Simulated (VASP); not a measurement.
# CrO2 (P4/mmm) in VASP: notebook, part 3 of 4

VASP 6.6.1. Earlier steps stand in the parts before.

### Step 5. Relaxation of cell and atoms, PBE, collinear spin, ferromagnetic start (atoms taken out)

The input, INCAR:

```
ALGO = Normal
EDIFF = 1E-7
EDIFFG = -0.04
ENCUT = 600
GGA = PE
GGA_COMPAT = F
IBRION = 2
ISIF = 3
ISMEAR = 0
ISPIN = 2
LASPH = T
LCHARG = F
LMAXMIX = 4
LORBIT = 11
LREAL = F
LWAVE = F
MAGMOM = 3 0 0
NELM = 200
NELMIN = 4
NSW = 90
PREC = Accurate
SIGMA = 0.1
```

The input, KPOINTS:

```
k-points
0
Gamma
  4 4 4
```

The input, POSCAR:

```
CrO2
1.0
    3.8852528500      0.0000000000      0.0000000000
    0.0000000000      3.8852528500      0.0000000000
    0.0000000000      0.0000000000      3.8852528500
Cr O
1 2
Direct
    0.0000000000      0.0000000000      0.0000000000
    0.5000000000      0.0000000000      0.0000000000
    0.0000000000      0.5000000000      0.0000000000
```

Potentials or basis: VASP PAW PBE potentials, release 64 (Cr_pv, O).

Launch:

```console
cat potpaw_PBE.64/Cr_pv/POTCAR potpaw_PBE.64/O/POTCAR > POTCAR
mpirun -np 1 vasp_std > vasp.out
```

OUTCAR:

```text
EDIFF = 1E-7
   EDIFFG = -0.04
   ENCUT = 600
   GGA = PE
   IBRION = 2
   ISIF = 3
   ISMEAR = 0
   ISPIN = 2
   LASPH = T
   LORBIT = 11
   LREAL = F
   NELM = 200
   NELMIN = 4
   NSW = 90
   PREC = Accurate

 ion  position               nearest neighbor table
   1  0.000  0.000  0.000-   2 1.94   3 1.94   3 1.94   2 1.94
   2  0.500  0.000  0.000-   1 1.94   1 1.94
   3  0.000  0.500  0.000-   1 1.94   1 1.94

  LATTYP: Found a simple cubic cell.
 ALAT       =     3.8852528500

  Lattice vectors:

 A1 = (   3.8852528500,   0.0000000000,   0.0000000000)
 A2 = (   0.0000000000,   3.8852528500,   0.0000000000)
 A3 = (   0.0000000000,   0.0000000000,   3.8852528500)

Analysis of symmetry for initial positions (statically):
=====================================================================
 Subroutine PRICEL returns:
 Original cell was already a primitive cell.

 Routine SETGRP: Setting up the symmetry group for a
 simple cubic supercell.

 Subroutine GETGRP returns: Found 16 space group operations
 (whereof 16 operations were pure point group operations)
 out of a pool of 48 trial point group operations.

The static configuration has the point symmetry D_4h.

Analysis of symmetry for dynamics (positions and initial velocities):
=====================================================================
 Subroutine PRICEL returns:
 Original cell was already a primitive cell.

 Routine SETGRP: Setting up the symmetry group for a
 simple cubic supercell.

 Subroutine GETGRP returns: Found 16 space group operations
 (whereof 16 operations were pure point group operations)
 out of a pool of 48 trial point group operations.

The dynamic configuration has the point symmetry D_4h.

Analysis of structural, dynamic, and magnetic symmetry:
=====================================================================
 Subroutine PRICEL returns:
 Original cell was already a primitive cell.

 Routine SETGRP: Setting up the symmetry group for a
 simple cubic supercell.

 Subroutine GETGRP returns: Found 16 space group operations
 (whereof 16 operations were pure point group operations)
 out of a pool of 48 trial point group operations.

The overall configuration has the point symmetry D_4h.

 Subroutine INISYM returns: Found 16 space group operations
 (whereof 16 operations are pure point group operations),
 and found     1 'primitive' translations

----------------------------------------------------------------------------------------

                                     Primitive cell

  volume of cell :      58.6486

  direct lattice vectors                    reciprocal lattice vectors
     3.885252850  0.000000000  0.000000000     0.257383506  0.000000000  0.000000000
     0.000000000  3.885252850  0.000000000     0.000000000  0.257383506  0.000000000
     0.000000000  0.000000000  3.885252850     0.000000000  0.000000000  0.257383506

  length of vectors
     3.885252850  3.885252850  3.885252850     0.257383506  0.257383506  0.257383506

  position of ions in fractional coordinates (direct lattice)
     0.000000000  0.000000000  0.000000000
     0.500000000  0.000000000  0.000000000
     0.000000000  0.500000000  0.000000000

  ion indices of the primitive-cell ions
   primitive index   ion index
                 1           1
                 2           2
                 3           3
[... 28 lines left out ...]
            Coordinates               Weight
  0.000000  0.000000  0.000000      1.000000
  0.250000  0.000000  0.000000      4.000000
  0.000000  0.000000  0.250000      2.000000
  0.500000  0.000000  0.000000      2.000000
  0.000000  0.000000  0.500000      1.000000
  0.250000  0.250000  0.000000      4.000000
[... 10 lines left out ...]
  0.250000  0.500000  0.500000      4.000000
  0.500000  0.500000  0.500000      1.000000
   k-points           NKPTS =     18   k-points in BZ     NKDIM =     18   number of bands    NBANDS=     18
   number of dos      NEDOS =    301   number of ions     NIONS =      3
   total plane-waves  NPLWV =  32768
   dimension x,y,z NGX =    32 NGY =   32 NGZ =   32
   dimension x,y,z NGXF=    64 NGYF=   64 NGZF=   64
   ions per type =               1   2
   NGX,Y,Z   is equivalent  to a cutoff of  13.69, 13.69, 13.69 a.u.
   NGXF,Y,Z  is equivalent  to a cutoff of  27.38, 27.38, 27.38 a.u.
 SYSTEM =  unknown system
   PREC   = accura    normal or accurate (medium, high low for compatibility)
   ISTART =      0    job   : 0-new  1-cont  2-samecut
   ICHARG =      2    charge: 1-file 2-atom 10-const
   ISPIN  =      2    spin polarized calculation?
   LNONCOLLINEAR =      F non collinear calculations
   LSORBIT =      F    spin-orbit coupling
   LASPH  =      T    aspherical Exc in radial PAW
   ENCUT  =  600.0 eV  44.10 Ry    6.64 a.u.   7.76  7.76  7.76*2*pi/ulx,y,z
   NELM   =    200;   NELMIN=  4; NELMDL= -5     # of ELM steps
   EDIFF  = 0.1E-06   stopping-criterion for ELM
   LREAL  =      F    real-space projection
   EDIFFG = -.4E-01   stopping-criterion for IOM
   NSW    =     90    number of steps for IOM
   IBRION =      2    ionic relax: 0-MD 1-quasi-New 2-CG
   NFREE  =      1    steps in history (QN), initial steepest desc. (CG)
   ISIF   =      3    stress and relaxation
   ISYM   =      2    0-nonsym 1-usesym 2-fastsym
   POTIM  = 0.5000    time-step for ionic-motion
   TEBEG  =    0.0;   TEEND  =   0.0 temperature during run
   PSTRESS=    0.0 pullay stress
   NELECT =      24.0000    total number of electrons
   NUPDOWN=      -1.0000    fix difference up-down
   EMIN   =  10.00;   EMAX   =-10.00  energy-range for DOS
   EFERMI =   0.00;   METHOD = LEGACY
   ISMEAR =     0;   SIGMA  =   0.10  broadening in eV -4-tet -1-fermi 0-gaus
   EFERMI_NEDOS =   21; number of points for ismear=-14 and -15
   IALGO  =     38    algorithm
   IMIX   =      4    mixing-type and parameters
     AMIX     =   0.40;   BMIX     =  1.00
     AMIX_MAG =   1.60;   BMIX_MAG =  1.00
  volume/ion in A,a.u.               =      19.55       131.93
  Fermi-wavevector in a.u.,A,eV,Ry     =   1.215419  2.296809 20.099110  1.477243
  Thomas-Fermi vector in A             =   2.350806
   LORBIT       =     11    0 simple, 1 ext, 2 COOP (PROOUT), +10 PAW based schemes
   GGA     = PE    functional components
   LHFCALC =     F    Hartree Fock is set to
   AEXX    =    0.0000 exact exchange contribution
   IVDW    =     0    specifies the selected vdW correction
   LEPSILON=     F    determine dielectric tensor
   LRPA    =     F    only Hartree local field effects (RPA)
 conjugate gradient relaxation of ions
 spin polarized calculation
 Gauss-broadening in eV      SIGMA  =   0.10
  energy-cutoff  :      600.00
  volume of cell :       58.65
 maximum number of plane-waves:      1972
 NGX is ok and might be reduce to    32
   NGX = 15   NGY = 15   NGZ = 15

--------------------------------------- Ionic step        1  -------------------------------------------

 number of electron      23.9999988 magnetization       2.0000797

 Free energy of the ion-electron system (eV)
  ---------------------------------------------------
  ext. energy  EPLUGINS =         0.00000000
  ---------------------------------------------------
  free energy    TOTEN  =       -22.48487258 eV

  energy without entropy =      -22.47463332  energy(sigma->0) =      -22.47975295

 E-fermi :  -0.3714     XC(G=0):  -7.8708

 val. band max:       -0.4087367331   @ k =   0.5000   0.2500   0.2500
 cond. band min:      -0.3338573378   @ k =   0.0000   0.2500   0.2500
 fundamental gap:      0.0748793953
 Fermi energy:        -0.3713514791

 spin component 1

 k-point     1 :       0.0000    0.0000    0.0000
  band No.  band energies     occupation
      1     -45.3686      1.00000
      2     -45.3686      1.00000
      3     -45.3009      1.00000
      4     -17.7362      1.00000
      5     -16.9142      1.00000
      6      -3.5619      1.00000
[... 969 lines left out ...]
--------------------------------------- Ionic step        7  -------------------------------------------

 number of electron      23.9999994 magnetization       1.8867622

 Free energy of the ion-electron system (eV)
  ---------------------------------------------------
  ext. energy  EPLUGINS =         0.00000000
  ---------------------------------------------------
  free energy    TOTEN  =       -23.33535662 eV

  energy without entropy =      -23.32498733  energy(sigma->0) =      -23.33017198

 E-fermi :   1.0473     XC(G=0):  -8.4389

 val. band max:        0.9860932330   @ k =   0.5000   0.5000   0.5000
 cond. band min:       1.0700992210   @ k =   0.5000   0.2500   0.2500
 fundamental gap:      0.0840059881
 Fermi energy:         1.0473390945

 spin component 1

 k-point     1 :       0.0000    0.0000    0.0000
  band No.  band energies     occupation
      1     -44.0609      1.00000
      2     -44.0609      1.00000
      3     -44.0312      1.00000
      4     -17.7387      1.00000
      5     -16.6278      1.00000
      6      -2.9147      1.00000
[... 778 lines left out ...]
  FREE ENERGIE OF THE ION-ELECTRON SYSTEM (eV)
  ---------------------------------------------------
  free  energy   TOTEN  =       -23.3353566246 eV

  energy  without entropy=      -23.3249873304  energy(sigma->0) =      -23.33017198

 reached required accuracy - stopping structural energy minimisation

 total charge

# of ion       s       p       d       tot
------------------------------------------
    1        0.364   6.484   4.078  10.925
    2        1.578   3.416   0.000   4.994
    3        1.578   3.416   0.000   4.994
--------------------------------------------------
tot          3.520  13.315   4.078  20.913

 magnetization (x)

# of ion       s       p       d       tot
------------------------------------------
    1        0.078   0.026   1.929   2.033
    2       -0.004  -0.159   0.000  -0.163
    3       -0.004  -0.159   0.000  -0.163
--------------------------------------------------
tot          0.069  -0.291   1.929   1.707
```

OSZICAR:

```text
N       E                     dE             d eps       ncg     rms          rms(c)
DAV:   1     0.242860549389E+03    0.24286E+03   -0.13732E+04  1296   0.139E+03
DAV:   2    -0.120053243690E+02   -0.25487E+03   -0.24611E+03  1636   0.369E+02
[... 96 lines left out ...]
DAV:   3    -0.233354527261E+02    0.27243E-02   -0.15218E-02  1578   0.113E+00    0.137E-01
DAV:   4    -0.233353657576E+02    0.86969E-04   -0.94796E-04  1318   0.297E-01    0.512E-02
DAV:   5    -0.233353610631E+02    0.46945E-05   -0.28882E-05  1340   0.594E-02    0.258E-02
DAV:   6    -0.233353570565E+02    0.40066E-05   -0.14597E-05  1416   0.304E-02    0.969E-03
DAV:   7    -0.233353566280E+02    0.42847E-06   -0.19799E-06  1342   0.113E-02    0.417E-03
DAV:   8    -0.233353566246E+02    0.34142E-08   -0.49425E-07  1388   0.489E-03
   7 F= -.23335357E+02 E0= -.23330172E+02  d E =-.180529E-03  mag=     1.8868
```

It took 6.7 min on 1 thread of Oxide Virtual Turin-like, shared host; peak memory 0.19 GiB.

Results:

```yaml
Free_energy: -23.3354 eV
Relaxed_volume: 16.70 Å³/atom
Relaxed_cell: a = 3.586 Å, b = 3.586 Å, c = 3.895 Å, α = 90.00°, β = 90.00°, γ = 90.00°
Space_group_after_relaxing_to_0.1_Å: P4/mmm (No. 123)
Energy_gained_by_relaxing: 283.5 meV/atom
Ionic_steps: 7
Pressure_after_relaxing: 0.1 GPa
Net_moment: 1.89 μB per cell
Site_moments: Cr +2.03; O -0.16 μB
Valence_electrons_inside_the_program's_atomic_spheres: Cr 10.93; O 4.99
```

Stress tensor (GPa, compression positive):
```
-0.08  0.00  0.00
 0.00 -0.08  0.00
 0.00  0.00  0.32
```

Step by step:
| step | energy change (eV) | largest force (eV/Å) | pressure (GPa) | volume (Å³) |
| --- | --- | --- | --- | --- |
| 1 | 0.0000 | 0.0000 | -17.29 | 58.65 |
| 2 | 0.5599 | 0.0000 | 47.02 | 42.08 |
| 3 | -0.8495 | 0.0000 | -0.68 | 50.28 |
| 4 | -0.8503 | 0.0000 | -0.15 | 50.11 |
| 5 | -0.8503 | 0.0000 | 0.41 | 49.95 |
| 6 | -0.8503 | 0.0000 | -0.26 | 50.23 |
| 7 | -0.8505 | 0.0000 | 0.06 | 50.09 |

Final structure:
```cif
data_structure
_symmetry_space_group_name_H-M 'P 1'
_symmetry_Int_Tables_number 1
_cell_length_a 3.5862
_cell_length_b 3.5862
_cell_length_c 3.8948
_cell_angle_alpha 90.000
_cell_angle_beta 90.000
_cell_angle_gamma 90.000
_cell_volume 50.09
loop_
_atom_site_label
_atom_site_type_symbol
_atom_site_fract_x
_atom_site_fract_y
_atom_site_fract_z
_atom_site_occupancy
Cr1 Cr 0.00000 0.00000 0.00000 1
O1 O 0.50000 0.00000 0.00000 1
O2 O 0.00000 0.50000 0.00000 1
```

Levels at points of the mesh, in eV from the Fermi level:
Spin up:
```
           k point  band 9  band 10  band 11  band 12  band 13  band 14  band 15  band 16  band 17  band 18
(0.00, 0.00, 0.00)   -2.22    -1.72    -1.56    -1.54    -1.54    -1.16    -1.16     0.97     4.25     4.55
(0.50, 0.00, 0.00)   -3.25    -2.52    -2.47    -1.91    -1.52     1.17     1.27     2.98     4.52     7.07
(0.00, 0.00, 0.50)   -1.92    -1.65    -1.65    -1.55    -1.28    -1.15    -1.15     0.97     4.51     5.24
(0.50, 0.50, 0.00)   -4.26    -4.26    -1.48    -0.07     1.18     1.18     1.45     4.52     6.43     8.78
(0.00, 0.50, 0.50)   -3.21    -3.08    -2.38    -1.61    -1.07     1.09     1.28     3.39     4.52     5.37
(0.50, 0.50, 0.50)   -4.56    -4.56    -0.52    -0.06     1.11     1.11     1.48     4.52     4.81     6.44
```
Spin down:
```csv
k point,band 8,band 9,band 10,band 11,band 12,band 13,band 14,band 15
"(0.00, 0.00, 0.00)",-3.51,-2.06,-1.44,-1.44,-0.08,0.05,0.55,0.55
"(0.50, 0.00, 0.00)",-3.79,-3.32,-2.77,-2.74,0.51,0.59,2.21,2.60
"(0.00, 0.00, 0.50)",-4.01,-2.26,-1.43,-1.43,-0.07,0.42,0.42,1.38
"(0.50, 0.50, 0.00)",-5.94,-3.83,-3.83,-0.42,0.96,2.61,2.61,2.67
"(0.00, 0.50, 0.50)",-3.76,-3.29,-3.25,-2.66,0.47,1.51,2.21,2.58
"(0.50, 0.50, 0.50)",-5.87,-4.17,-4.17,-0.41,2.00,2.58,2.58,2.69
```

Caveat: the k points lie up to 0.44 Å⁻¹ apart in the final cell; the cell differs from its parent crystal (atoms taken out); a cell with one magnetic atom can't hold antiferromagnetic order, which such compounds often take; semilocal functionals often make such compounds metallic where correlation or magnetic order opens a gap, which also shifts bond lengths.

(Continued in part 4 of 4.)
